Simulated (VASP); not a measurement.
# TiSi (P-3m1) in VASP: single point with PBEsol

Aim: the single point of TiSi with PBEsol.

Program: VASP 6.6.1. These are calculated values, not measurements. Logs are shortened: lines on timing, memory, paths and dates and some standing lists are left out, and cuts for length are marked.

### Step 1. The cell of the first run

It takes space group P-3m1 (No. 164, trigonal). The conventional cell has a = 4.486 Å, b = 4.486 Å, c = 5.048 Å, α = 90.00°, β = 90.00°, γ = 120.00°. Within 3.3 Å of Ti (site symmetry -3m) lie 8 Si at 2.52 to 2.86 Å and 6 Ti at 2.88 Å. Within 3.3 Å of Ti (site symmetry 3m) lie 8 Si at 2.49 to 2.88 Å and 3 Ti at 2.88 Å. Si (site symmetry -3m) has 8 Ti at 2.52 to 2.88 Å and 6 Si at 2.90 Å within 3.3 Å. Within 3.3 Å of Si (site symmetry 3m) lie 8 Ti at 2.49 to 2.86 Å and 3 Si at 2.90 Å.

### Step 2. Single point, PBEsol

Contents of INCAR:

```
SYSTEM = TiSi
ALGO = Normal
EDIFF = 1E-7
ENCUT = 520
GGA = PS
ISIF = 2
ISMEAR = 0
LASPH = .True.
LCHARG = .False.
LREAL = .False.
LWAVE = .False.
NBANDS = 33
NELM = 60
PREC = Accurate
SIGMA = 0.1
```

Contents of KPOINTS:

```
k-points
0
Gamma
  12 12 8
  0 0 0
```

Contents of POSCAR:

```
TiSi
1.0
    2.2431525252     -3.8852541427      0.0000000000
   -4.4863050503      0.0000000000      0.0000000000
    0.0000000000      0.0000000000     -5.0484537822
Ti Si
3 3
Direct
    0.0000000000      1.0000000000      0.5000000000
    0.3333333333      0.6666666667      0.7512882230
    0.6666666667      0.3333333333      0.2487117770
    0.0000000000      1.0000000000      0.0000000000
    0.3333333333      0.6666666667      0.2579470709
    0.6666666667      0.3333333333      0.7420529291
```

Potentials or basis: VASP PAW PBE potentials, release 64 (Ti_sv, Si).

Command:

```console
$ cat potpaw_PBE.64/Ti_sv/POTCAR potpaw_PBE.64/Si/POTCAR > POTCAR
$ mpirun -np 1 vasp_std > vasp.out
```

OUTCAR:

```text
SYSTEM = TiSi
   EDIFF = 1E-7
   ENCUT = 520
   GGA = PS
   ISIF = 2
   ISMEAR = 0
   LASPH = .True.
   LREAL = .False.
   NELM = 60
   PREC = Accurate

 ion  position               nearest neighbor table
   1  0.000  0.000  0.500-   4 2.52   4 2.52   6 2.86   5 2.86   5 2.86   6 2.86   6 2.86   5 2.86
                             2 2.88   3 2.88   2 2.88   3 2.88   2 2.88   3 2.88
   2  0.333  0.667  0.751-   5 2.49   5 2.56   6 2.59   6 2.59   6 2.59   4 2.88   4 2.88   4 2.88
                             1 2.88   1 2.88   1 2.88
   3  0.667  0.333  0.249-   6 2.49   6 2.56   5 2.59   5 2.59   5 2.59   4 2.88   4 2.88   4 2.88
                             1 2.88   1 2.88   1 2.88
   4  0.000  0.000  0.000-   1 2.52   1 2.52   3 2.88   2 2.88   2 2.88   3 2.88   3 2.88   2 2.88
                             6 2.90   5 2.90   6 2.90   5 2.90   6 2.90   5 2.90
   5  0.333  0.667  0.258-   2 2.49   2 2.56   3 2.59   3 2.59   3 2.59   1 2.86   1 2.86   1 2.86
                             4 2.90   4 2.90   4 2.90
   6  0.667  0.333  0.742-   3 2.49   3 2.56   2 2.59   2 2.59   2 2.59   1 2.86   1 2.86   1 2.86
                             4 2.90   4 2.90   4 2.90

  LATTYP: Found a hexagonal cell.
 ALAT       =     4.4863050503
 C/A-ratio  =     1.1253032787

  Lattice vectors:

 A1 = (   2.2431525252,  -3.8852541427,   0.0000000000)
 A2 = (  -4.4863050503,   0.0000000000,   0.0000000000)
 A3 = (   0.0000000000,   0.0000000000,  -5.0484537822)

Analysis of symmetry for initial positions (statically):
=====================================================================
 Subroutine PRICEL returns:
 Original cell was already a primitive cell.

 Routine SETGRP: Setting up the symmetry group for a
 hexagonal supercell.

 Subroutine GETGRP returns: Found 12 space group operations
 (whereof 12 operations were pure point group operations)
 out of a pool of 24 trial point group operations.

The static configuration has the point symmetry D_3d.

Analysis of symmetry for dynamics (positions and initial velocities):
=====================================================================
 Subroutine PRICEL returns:
 Original cell was already a primitive cell.

 Routine SETGRP: Setting up the symmetry group for a
 hexagonal supercell.

 Subroutine GETGRP returns: Found 12 space group operations
 (whereof 12 operations were pure point group operations)
 out of a pool of 24 trial point group operations.

The dynamic configuration has the point symmetry D_3d.

 Subroutine INISYM returns: Found 12 space group operations
 (whereof 12 operations are pure point group operations),
 and found     1 'primitive' translations

----------------------------------------------------------------------------------------

                                     Primitive cell

  volume of cell :      87.9967

  direct lattice vectors                    reciprocal lattice vectors
     2.243152525 -3.885254143  0.000000000     0.000000000 -0.257383420  0.000000000
    -4.486305050  0.000000000  0.000000000    -0.222900580 -0.128691710  0.000000000
     0.000000000  0.000000000 -5.048453782     0.000000000  0.000000000 -0.198080451

  length of vectors
     4.486305050  4.486305050  5.048453782     0.257383420  0.257383420  0.198080451

  position of ions in fractional coordinates (direct lattice)
     0.000000000  0.000000000  0.500000000
     0.333333333  0.666666667  0.751288223
     0.666666667  0.333333333  0.248711777
     0.000000000  0.000000000  0.000000000
     0.333333333  0.666666667  0.257947071
     0.666666667  0.333333333  0.742052929

  ion indices of the primitive-cell ions
   primitive index   ion index
                 1           1
                 2           2
                 3           3
                 4           4
                 5           5
                 6           6

----------------------------------------------------------------------------------------

 KPOINTS: k-points

Automatic generation of k-mesh.
 Grid dimensions read from file:
 generate k-points for:   12   12    8

 Generating k-lattice:

  Cartesian coordinates                     Fractional coordinates (reciprocal lattice)
     0.000000000 -0.021448618  0.000000000     0.083333333  0.000000000  0.000000000
    -0.018575048 -0.010724309  0.000000000     0.000000000  0.083333333  0.000000000
     0.000000000  0.000000000 -0.024760056     0.000000000  0.000000000  0.125000000

  Length of vectors
     0.021448618  0.021448618  0.024760056

  Shift w.r.t. Gamma in fractional coordinates (k-lattice)
     0.000000000  0.000000000  0.000000000

 Subroutine IBZKPT returns following result:
 ===========================================

 Found    131 irreducible k-points:

 Following reciprocal coordinates:
            Coordinates               Weight
  0.000000  0.000000  0.000000      1.000000
  0.083333  0.000000  0.000000      6.000000
  0.166667  0.000000  0.000000      6.000000
  0.250000  0.000000  0.000000      6.000000
  0.333333  0.000000  0.000000      6.000000
  0.416667  0.000000  0.000000      6.000000
[... 16 lines left out ...]
  0.166667  0.000000  0.125000      6.000000
 -0.000000  0.166667  0.125000      6.000000
 [... further k-points ...]
   k-points           NKPTS =    131   k-points in BZ     NKDIM =    131   number of bands    NBANDS=     33
   number of dos      NEDOS =    301   number of ions     NIONS =      6
   total plane-waves  NPLWV =  51840
   dimension x,y,z NGX =    36 NGY =   36 NGZ =   40
   dimension x,y,z NGXF=    72 NGYF=   72 NGZF=   80
   ions per type =               3   3
   NGX,Y,Z   is equivalent  to a cutoff of  13.34, 13.34, 13.17 a.u.
   NGXF,Y,Z  is equivalent  to a cutoff of  26.68, 26.68, 26.34 a.u.
 SYSTEM =  TiSi
   PREC   = accura    normal or accurate (medium, high low for compatibility)
   ISTART =      0    job   : 0-new  1-cont  2-samecut
   ICHARG =      2    charge: 1-file 2-atom 10-const
   ISPIN  =      1    spin polarized calculation?
   LNONCOLLINEAR =      F non collinear calculations
   LSORBIT =      F    spin-orbit coupling
   LASPH  =      T    aspherical Exc in radial PAW
   ENCUT  =  520.0 eV  38.22 Ry    6.18 a.u.   8.34  8.34  9.39*2*pi/ulx,y,z
   NELM   =     60;   NELMIN=  2; NELMDL= -5     # of ELM steps
   EDIFF  = 0.1E-06   stopping-criterion for ELM
   LREAL  =      F    real-space projection
   EDIFFG = 0.1E-05   stopping-criterion for IOM
   NSW    =      0    number of steps for IOM
   IBRION =     -1    ionic relax: 0-MD 1-quasi-New 2-CG
   NFREE  =      0    steps in history (QN), initial steepest desc. (CG)
   ISIF   =      2    stress and relaxation
   ISYM   =      2    0-nonsym 1-usesym 2-fastsym
   POTIM  = 0.5000    time-step for ionic-motion
   TEBEG  =    0.0;   TEEND  =   0.0 temperature during run
   PSTRESS=    0.0 pullay stress
   NELECT =      48.0000    total number of electrons
   NUPDOWN=      -1.0000    fix difference up-down
   EMIN   =  10.00;   EMAX   =-10.00  energy-range for DOS
   EFERMI =   0.00;   METHOD = LEGACY
   ISMEAR =     0;   SIGMA  =   0.10  broadening in eV -4-tet -1-fermi 0-gaus
   EFERMI_NEDOS =   21; number of points for ismear=-14 and -15
   IALGO  =     38    algorithm
   IMIX   =      4    mixing-type and parameters
     AMIX     =   0.40;   BMIX     =  1.00
     AMIX_MAG =   1.60;   BMIX_MAG =  1.00
  volume/ion in A,a.u.               =      14.67        98.97
  Fermi-wavevector in a.u.,A,eV,Ry     =   1.337621  2.527737 24.343947  1.789230
  Thomas-Fermi vector in A             =   2.466155
   LORBIT       =      0    0 simple, 1 ext, 2 COOP (PROOUT), +10 PAW based schemes
   GGA     = PS    functional components
   LHFCALC =     F    Hartree Fock is set to
   AEXX    =    0.0000 exact exchange contribution
   IVDW    =     0    specifies the selected vdW correction
   LEPSILON=     F    determine dielectric tensor
   LRPA    =     F    only Hartree local field effects (RPA)
 non-spin polarized calculation
 Gauss-broadening in eV      SIGMA  =   0.10
  energy-cutoff  :      520.00
  volume of cell :       88.00
 maximum number of plane-waves:      2399
 NGX is ok and might be reduce to    36
   NGX = 17   NGY = 17   NGZ = 19

 number of electron      48.0000016 magnetization

 Free energy of the ion-electron system (eV)
  ---------------------------------------------------
  ext. energy  EPLUGINS =         0.00000000
  ---------------------------------------------------
  free energy    TOTEN  =       -44.94371973 eV

  energy without entropy =      -44.92032277  energy(sigma->0) =      -44.93202125

 E-fermi :   9.8458     XC(G=0): -11.8163

 val. band max:        9.8432906533   @ k =   0.2500   0.1667   0.5000
 cond. band min:       9.8460875728   @ k =   0.0000   0.4167   0.2500
 fundamental gap:      0.0027969194
 Fermi energy:         9.8458333089

 k-point     1 :       0.0000    0.0000    0.0000
  band No.  band energies     occupation
      1     -46.5155      2.00000
      2     -46.4959      2.00000
      3     -46.2663      2.00000
      4     -22.9874      2.00000
      5     -22.9601      2.00000
      6     -22.9601      2.00000
[... 25 lines left out ...]
     32      12.5066      0.00000
     33      12.8140      0.00000

 k-point     2 :       0.0833    0.0000    0.0000
  band No.  band energies     occupation
      1     -46.5148      2.00000
      2     -46.4960      2.00000
      3     -46.2669      2.00000
      4     -22.9950      2.00000
      5     -22.9666      2.00000
      6     -22.9572      2.00000
[... 25 lines left out ...]
     32      12.5186      0.00000
     33      12.8463      0.00000
[... 754 lines left out ...]
     32      12.7117      0.00000
     33      12.8538      0.00000

 k-point    24 :      -0.0000    0.1667    0.1250
  band No.  band energies     occupation
      1     -46.5123      2.00000
      2     -46.4968      2.00000
      3     -46.2685      2.00000
      4     -23.0023      2.00000
      5     -22.9753      2.00000
      6     -22.9615      2.00000
[... 25 lines left out ...]
     32      12.6991      0.00000
     33      12.8372      0.00000

 [... further k-points ...]

------------------------ aborting loop because EDIFF is reached ----------------------------------------

  FORCE on cell =-STRESS in cart. coord.  units (eV):
  Direction    XX          YY          ZZ          XY          YZ          ZX
  --------------------------------------------------------------------------------------
  -------------------------------------------------------------------------------------
  Total        0.0194977      0.0194977      0.0553937     -0.0000000     -0.0000000      0.0000000
  in kB        0.3549988      0.3549988      1.0085667     -0.0000000     -0.0000000      0.0000000
  external PRESSURE =       0.5728548 kB  Pullay stress =       0.0000000 kB

 VOLUME and BASIS-vectors are now :
 -----------------------------------------------------------------------------
  energy-cutoff  :      520.00
  volume of cell :       88.00
      direct lattice vectors                 reciprocal lattice vectors
     2.243152525 -3.885254143  0.000000000     0.000000000 -0.257383420  0.000000000
    -4.486305050  0.000000000  0.000000000    -0.222900580 -0.128691710  0.000000000
     0.000000000  0.000000000 -5.048453782     0.000000000  0.000000000 -0.198080451

 POSITION                                       TOTAL-FORCE (eV/Angst)
 -----------------------------------------------------------------------------------
      0.00000      0.00000     -2.52423        -0.000000      0.000000      0.000000
     -2.24315     -1.29508     -3.79284        -0.000000     -0.000000     -0.002246
      0.00000     -2.59017     -1.25561         0.000000      0.000000      0.002246
      0.00000      0.00000      0.00000        -0.000000      0.000000      0.000000
     -2.24315     -1.29508     -1.30223         0.000000      0.000000      0.002823
      0.00000     -2.59017     -3.74622        -0.000000     -0.000000     -0.002823
 -----------------------------------------------------------------------------------
    total drift:                               -0.000000      0.000000     -0.000000

  FREE ENERGIE OF THE ION-ELECTRON SYSTEM (eV)
  ---------------------------------------------------
  free  energy   TOTEN  =       -44.9437197269 eV

  energy  without entropy=      -44.9203227707  energy(sigma->0) =      -44.93202125
```

Run time: 5.8 min. Hardware: 1 thread of Intel Xeon Platinum 8488C (Sapphire Rapids), shared host; peak memory 0.43 GiB.

Results:

```
Free energy            : -44.9437 eV
Pressure               : 0.1 GPa
Band gap on the k mesh : zero (bands 24 and 25 overlap by 0.32 eV)
```

Forces on the atoms (eV/Å):
```
Ti   0.000  0.000  0.000
Ti   0.000  0.000 -0.002
Ti   0.000  0.000  0.002
Si   0.000  0.000  0.000
Si   0.000  0.000  0.003
Si   0.000  0.000 -0.003
```

Caveat: the PAW data sets were made with another functional, which shifts forces and pressure a little.
